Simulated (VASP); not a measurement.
# Ag (P6_3/mmc) in VASP: a series of runs

The runs below take Ag through single point, with r2SCAN.

Everything below comes from runs of VASP 6.6.1. Logs are shortened: lines on timing, memory, paths and dates and some standing lists are left out, and cuts for length are marked.

## 1. The cell of the first run

It takes space group P6_3/mmc (No. 194, hexagonal). The conventional cell has a = 2.817 Å, b = 2.817 Å, c = 9.164 Å, α = 90.00°, β = 90.00°, γ = 120.00°. Within 3.7 Å of Ag (site symmetry -6m2) lie 12 Ag at 2.81 to 2.82 Å. Within 3.7 Å of Ag (site symmetry -3m) lie 12 Ag at 2.81 to 2.82 Å.

This isn't the form of Ag at room conditions, which is fcc.

## 2. Single point, r2SCAN (15.74 Å³/atom)

Input file POSCAR:

```
Ag
1.0
    2.8169090066      0.0000000000      0.0000000000
   -1.4084545033      2.4395147598      0.0000000000
    0.0000000000      0.0000000000      9.1635265842
Ag
4
Direct
    0.3333333333      0.6666666667      0.2500000000
    0.6666666667      0.3333333333      0.7500000000
    0.0000000000      0.0000000000      0.0000000000
    0.0000000000      0.0000000000      0.5000000000
```

Input file INCAR.step1:

```
PREC     = Accurate       # precision mode
ENCUT    = 520            # plane-wave cutoff, eV
ISMEAR   = 0              # smearing method
SIGMA    = 0.1            # smearing width, eV
LREAL    = F              # projectors in reciprocal space
LASPH    = T              # aspherical terms in the spheres
NELM     = 60             # most SCF steps
NBANDS   = 30             # bands
GGA      = PE             # functional
ALGO     = Normal         # electronic algorithm
EDIFF    = 1E-4           # SCF threshold, eV
LWAVE    = T              # write WAVECAR
LCHARG   = F              # write CHGCAR
```

Input file INCAR.step2:

```
PREC     = Accurate       # precision mode
ENCUT    = 520            # plane-wave cutoff, eV
EDIFF    = 1E-7           # SCF threshold, eV
ISMEAR   = 0              # smearing method
SIGMA    = 0.1            # smearing width, eV
LREAL    = F              # projectors in reciprocal space
LASPH    = T              # aspherical terms in the spheres
NELM     = 60             # most SCF steps
ALGO     = Normal         # electronic algorithm
ISIF     = 2              # what is computed and relaxed
LWAVE    = F              # write WAVECAR
LCHARG   = T              # write CHGCAR
METAGGA  = R2SCAN         # meta-GGA
LMIXTAU  = T            
LELF     = T              # ELF
LVHAR    = T            
NBANDS   = 30             # bands
ISTART   = 1
```

Input file KPOINTS:

```
Automatic mesh
0
Gamma
  18 18 4
```

Potentials or basis: VASP PAW PBE potentials, release 64 (Ag).

Launch:

```console
> cat potpaw_PBE.64/Ag/POTCAR > POTCAR
> cp INCAR.step1 INCAR
> mpirun -np 1 vasp_std > vasp.out
> cp INCAR.step2 INCAR
> mpirun -np 1 vasp_std > vasp.out
```

OUTCAR:

```text
PREC = Accurate
   ENCUT = 520
   EDIFF = 1E-7
   ISMEAR = 0
   LREAL = F
   LASPH = T
   NELM = 60
   ISIF = 2
   METAGGA = R2SCAN
   ISTART = 1

 ion  position               nearest neighbor table
   1  0.333  0.667  0.250-   3 2.81   4 2.81   3 2.81   4 2.81   3 2.81   4 2.81
   2  0.667  0.333  0.750-   3 2.81   4 2.81   3 2.81   4 2.81   3 2.81   4 2.81
   3  0.000  0.000  0.000-   1 2.81   2 2.81   1 2.81   2 2.81   2 2.81   1 2.81
   4  0.000  0.000  0.500-   1 2.81   2 2.81   1 2.81   2 2.81   2 2.81   1 2.81

  LATTYP: Found a hexagonal cell.
 ALAT       =     2.8169090066
 C/A-ratio  =     3.2530431628

  Lattice vectors:

 A1 = (   2.8169090066,   0.0000000000,   0.0000000000)
 A2 = (  -1.4084545033,   2.4395147598,   0.0000000000)
 A3 = (   0.0000000000,   0.0000000000,   9.1635265842)

Analysis of symmetry for initial positions (statically):
=====================================================================
 Subroutine PRICEL returns:
 Original cell was already a primitive cell.

 Routine SETGRP: Setting up the symmetry group for a
 hexagonal supercell.

 Subroutine GETGRP returns: Found 24 space group operations
 (whereof 12 operations were pure point group operations)
 out of a pool of 24 trial point group operations.

The static configuration has the point symmetry D_3d.
 The point group associated with its full space group is D_6h.

Analysis of symmetry for dynamics (positions and initial velocities):
=====================================================================
 Subroutine PRICEL returns:
 Original cell was already a primitive cell.

 Routine SETGRP: Setting up the symmetry group for a
 hexagonal supercell.

 Subroutine GETGRP returns: Found 24 space group operations
 (whereof 12 operations were pure point group operations)
 out of a pool of 24 trial point group operations.

The dynamic configuration has the point symmetry D_3d.
 The point group associated with its full space group is D_6h.

 Subroutine INISYM returns: Found 24 space group operations
 (whereof 12 operations are pure point group operations),
 and found     1 'primitive' translations

----------------------------------------------------------------------------------------

                                     Primitive cell

  volume of cell :      62.9708

  direct lattice vectors                    reciprocal lattice vectors
     2.816909007  0.000000000  0.000000000     0.354999042  0.204958793  0.000000000
    -1.408454503  2.439514760  0.000000000     0.000000000  0.409917585  0.000000000
     0.000000000  0.000000000  9.163526584     0.000000000  0.000000000  0.109128291

  length of vectors
     2.816909007  2.816909007  9.163526584     0.409917585  0.409917585  0.109128291

  position of ions in fractional coordinates (direct lattice)
     0.333333333  0.666666667  0.250000000
     0.666666667  0.333333333  0.750000000
     0.000000000  0.000000000  0.000000000
     0.000000000  0.000000000  0.500000000

  ion indices of the primitive-cell ions
   primitive index   ion index
                 1           1
                 2           2
                 3           3
                 4           4

----------------------------------------------------------------------------------------

 KPOINTS: Automatic mesh

Automatic generation of k-mesh.
 Grid dimensions read from file:
 generate k-points for:   18   18    4

 Generating k-lattice:

  Cartesian coordinates                     Fractional coordinates (reciprocal lattice)
     0.019722169  0.011386600  0.000000000     0.055555556  0.000000000  0.000000000
     0.000000000  0.022773199  0.000000000     0.000000000  0.055555556  0.000000000
     0.000000000  0.000000000  0.027282073     0.000000000  0.000000000  0.250000000

  Length of vectors
     0.022773199  0.022773199  0.027282073

  Shift w.r.t. Gamma in fractional coordinates (k-lattice)
     0.000000000  0.000000000  0.000000000

 Subroutine IBZKPT returns following result:
 ===========================================

 Found    111 irreducible k-points:

 Following reciprocal coordinates:
            Coordinates               Weight
  0.000000  0.000000  0.000000      1.000000
  0.055556  0.000000  0.000000      6.000000
  0.111111  0.000000  0.000000      6.000000
  0.166667 -0.000000  0.000000      6.000000
  0.222222  0.000000  0.000000      6.000000
  0.277778  0.000000  0.000000      6.000000
[... 16 lines left out ...]
  0.333333  0.111111  0.000000     12.000000
  0.388889  0.111111  0.000000     12.000000
 [... further k-points ...]
   k-points           NKPTS =    111   k-points in BZ     NKDIM =    111   number of bands    NBANDS=     30
   number of dos      NEDOS =    301   number of ions     NIONS =      4
   total plane-waves  NPLWV =  40320
   dimension x,y,z NGX =    24 NGY =   24 NGZ =   70
   dimension x,y,z NGXF=    48 NGYF=   48 NGZF=  140
   ions per type =               4
   NGX,Y,Z   is equivalent  to a cutoff of  14.16, 14.16, 12.70 a.u.
   NGXF,Y,Z  is equivalent  to a cutoff of  28.33, 28.33, 25.40 a.u.
 SYSTEM =  unknown system
   PREC   = accura    normal or accurate (medium, high low for compatibility)
   ISTART =      1    job   : 0-new  1-cont  2-samecut
   ICHARG =      0    charge: 1-file 2-atom 10-const
   ISPIN  =      1    spin polarized calculation?
   LNONCOLLINEAR =      F non collinear calculations
   LSORBIT =      F    spin-orbit coupling
   LASPH  =      T    aspherical Exc in radial PAW
   ENCUT  =  520.0 eV  38.22 Ry    6.18 a.u.   5.24  5.24 17.04*2*pi/ulx,y,z
   NELM   =     60;   NELMIN=  2; NELMDL=  0     # of ELM steps
   EDIFF  = 0.1E-06   stopping-criterion for ELM
   LREAL  =      F    real-space projection
   EDIFFG = 0.1E-05   stopping-criterion for IOM
   NSW    =      0    number of steps for IOM
   IBRION =     -1    ionic relax: 0-MD 1-quasi-New 2-CG
   NFREE  =      0    steps in history (QN), initial steepest desc. (CG)
   ISIF   =      2    stress and relaxation
   ISYM   =      2    0-nonsym 1-usesym 2-fastsym
   POTIM  = 0.5000    time-step for ionic-motion
   TEBEG  =    0.0;   TEEND  =   0.0 temperature during run
   PSTRESS=    0.0 pullay stress
   NELECT =      44.0000    total number of electrons
   NUPDOWN=      -1.0000    fix difference up-down
   EMIN   =  10.00;   EMAX   =-10.00  energy-range for DOS
   EFERMI =   0.00;   METHOD = LEGACY
   ISMEAR =     0;   SIGMA  =   0.10  broadening in eV -4-tet -1-fermi 0-gaus
   EFERMI_NEDOS =   21; number of points for ismear=-14 and -15
   IALGO  =     38    algorithm
   IMIX   =      4    mixing-type and parameters
     AMIX     =   0.40;   BMIX     =  1.00
     AMIX_MAG =   1.60;   BMIX_MAG =  1.00
  volume/ion in A,a.u.               =      15.74       106.24
  Fermi-wavevector in a.u.,A,eV,Ry     =   1.452712  2.745227 28.713342  2.110371
  Thomas-Fermi vector in A             =   2.570062
   LORBIT       =      0    0 simple, 1 ext, 2 COOP (PROOUT), +10 PAW based schemes
   METAGGA = R2SCAN    functional components
   LHFCALC =     F    Hartree Fock is set to
   AEXX    =    0.0000 exact exchange contribution
   IVDW    =     0    specifies the selected vdW correction
   LEPSILON=     F    determine dielectric tensor
   LRPA    =     F    only Hartree local field effects (RPA)
 non-spin polarized calculation
 Gauss-broadening in eV      SIGMA  =   0.10
  energy-cutoff  :      520.00
  volume of cell :       62.97
 maximum number of plane-waves:      1716
 NGX is ok and might be reduce to    24
   NGX = 11   NGY = 11   NGZ = 35

 number of electron      44.0000020 magnetization

 Free energy of the ion-electron system (eV)
  ---------------------------------------------------
  ext. energy  EPLUGINS =         0.00000000
  ---------------------------------------------------
  free energy    TOTEN  =       -85.19023797 eV

  energy without entropy =      -85.18667866  energy(sigma->0) =      -85.18845831

 E-fermi :   9.6251     XC(G=0): -13.5359

 val. band max:        9.6160945158   @ k =   0.3889   0.0556   0.0000
 cond. band min:       9.6255281037   @ k =   0.4444   0.0556   0.5000
 fundamental gap:      0.0094335879
 Fermi energy:         9.6250958968

 k-point     1 :       0.0000    0.0000    0.0000
  band No.  band energies     occupation
      1       0.9924      2.00000
      2       2.3079      2.00000
      3       2.4402      2.00000
      4       2.4437      2.00000
      5       4.1023      2.00000
      6       4.1023      2.00000
[... 22 lines left out ...]
     29      26.0816      0.00000
     30      27.0959      0.00000

 k-point     2 :       0.0556    0.0000    0.0000
  band No.  band energies     occupation
      1       1.0871      2.00000
      2       2.3665      2.00000
      3       2.5237      2.00000
      4       2.5252      2.00000
      5       4.0458      2.00000
      6       4.0756      2.00000
[... 22 lines left out ...]
     29      26.0723      0.00000
     30      26.8827      0.00000

 k-point     3 :       0.1111    0.0000    0.0000
  band No.  band energies     occupation
      1       1.3622      2.00000
      2       2.5262      2.00000
      3       2.7501      2.00000
      4       2.7544      2.00000
      5       3.8402      2.00000
      6       3.9855      2.00000
[... 22 lines left out ...]
     29      25.8092      0.00000
     30      26.0395      0.00000

 k-point     4 :       0.1667   -0.0000    0.0000
  band No.  band energies     occupation
      1       1.7831      2.00000
      2       2.7197      2.00000
      3       3.0350      2.00000
      4       3.0428      2.00000
      5       3.5752      2.00000
      6       3.7528      2.00000
[... 616 lines left out ...]
     29      20.5418      0.00000
     30      22.9559      0.00000

 k-point    23 :       0.3333    0.1111    0.0000
  band No.  band energies     occupation
      1       2.5436      2.00000
      2       2.5576      2.00000
      3       2.6591      2.00000
      4       3.1925      2.00000
      5       3.2181      2.00000
      6       3.4952      2.00000
[... 22 lines left out ...]
     29      19.8843      0.00000
     30      22.2665      0.00000

 k-point    24 :       0.3889    0.1111    0.0000
  band No.  band energies     occupation
      1       2.4177      2.00000
      2       2.4779      2.00000
      3       2.5644      2.00000
      4       3.0951      2.00000
      5       3.1524      2.00000
      6       3.4433      2.00000
[... 22 lines left out ...]
     29      19.4398      0.00000
     30      20.7042      0.00000

 [... further k-points ...]
[... 5 lines left out ...]
  --------------------------------------------------------------------------------------
  -------------------------------------------------------------------------------------
  Total        5.1129182      5.1129182      5.1081080      0.0000000      0.0000000      0.0000000
  in kB      130.0889808    130.0889808    129.9665958      0.0000000      0.0000000      0.0000000
  external PRESSURE =     130.0481858 kB  Pullay stress =       0.0000000 kB

 VOLUME and BASIS-vectors are now :
 -----------------------------------------------------------------------------
  energy-cutoff  :      520.00
  volume of cell :       62.97
      direct lattice vectors                 reciprocal lattice vectors
     2.816909007  0.000000000  0.000000000     0.354999042  0.204958793  0.000000000
    -1.408454503  2.439514760  0.000000000     0.000000000  0.409917585  0.000000000
     0.000000000  0.000000000  9.163526584     0.000000000  0.000000000  0.109128291

 POSITION                                       TOTAL-FORCE (eV/Angst)
 -----------------------------------------------------------------------------------
     -0.00000      1.62634      2.29088         0.000000      0.000000     -0.000000
      1.40845      0.81317      6.87264        -0.000000     -0.000000     -0.000000
      0.00000      0.00000      0.00000         0.000000      0.000000      0.000000
      0.00000      0.00000      4.58176         0.000000      0.000000      0.000000
 -----------------------------------------------------------------------------------
    total drift:                               -0.000000      0.000000      0.000000

  FREE ENERGIE OF THE ION-ELECTRON SYSTEM (eV)
  ---------------------------------------------------
  free  energy   TOTEN  =       -85.1902379676 eV

  energy  without entropy=      -85.1866786556  energy(sigma->0) =      -85.18845831
```

It took 19 min on 1 thread of Oxide Virtual Turin-like, shared host; peak memory 0.27 GiB.

What came out:

```
Free energy            : -85.1902 eV
Pressure               : 13.0 GPa
Band gap on the k mesh : zero (bands 22 and 23 overlap by 7.22 eV)
```

Levels at points of the mesh, in eV from the Fermi level:
```csv
k point,band 19,band 20,band 21,band 22,band 23,band 24,band 25,band 26
"(0.00, 0.00, 0.00)",-4.15,-3.88,-3.88,-3.41,-3.41,-0.57,4.21,12.24
"(0.50, 0.00, 0.00)",-3.19,-3.15,-0.36,0.65,1.11,1.70,4.90,4.97
"(0.00, 0.00, 0.50)",-3.61,-3.61,-3.61,-3.61,-2.79,-2.79,7.27,7.27
"(0.50, 0.00, 0.50)",-3.20,-3.20,0.17,0.17,1.51,1.51,5.32,5.32
```

Caveat: the cell stands under pressure; the PAW data sets were made with another functional, which shifts forces and pressure a little.

[end of part 1 of 2]

The gap in the log of VASP goes by the Fermi energy; the results here count the filled bands.